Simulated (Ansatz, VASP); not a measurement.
# Two plane-wave programs on Si

```
CELL_PARAMETERS angstrom
-2.33580 2.33580 1.32927
2.33580 -2.33580 1.32927
2.33580 2.33580 -1.32927
ATOMIC_POSITIONS crystal
Si 0.25000 0.75000 0.50000
Si 0.50000 0.50000 0.00000
```

Change from the starting cell: strain -0.015 along x and y, +0.000 along z, atoms carried along.

Alike in both runs: task single point; functional LDA; k mesh 20 × 20 × 20; occupations gaussian, width 0.15 eV; no spin polarisation.

|  | VASP | Ansatz |
| --- | --- | --- |
| version | VASP 6.6.1 | Ansatz 0.2.0 |
| potentials or method | VASP PAW LDA potentials, release 64 (Si), cutoff 520 eV | scalar-relativistic, plane waves, PAW |
| valence electrons in the cell | 8 | 8 |

```tsv
	VASP	Ansatz	Ansatz less VASP
gap on the k mesh at the Fermi level (eV)	none	none	-
pressure (GPa)	3.2	3.1	-0.09
traceless stress, the component that is largest in VASP (GPa)	-2.86	-2.84	+0.017
```

LDA's correlation is that of Perdew and Zunger in VASP and of Perdew and Wang (1992) in Ansatz. A gap of «none» marks a metal or a gap that the smearing closes.
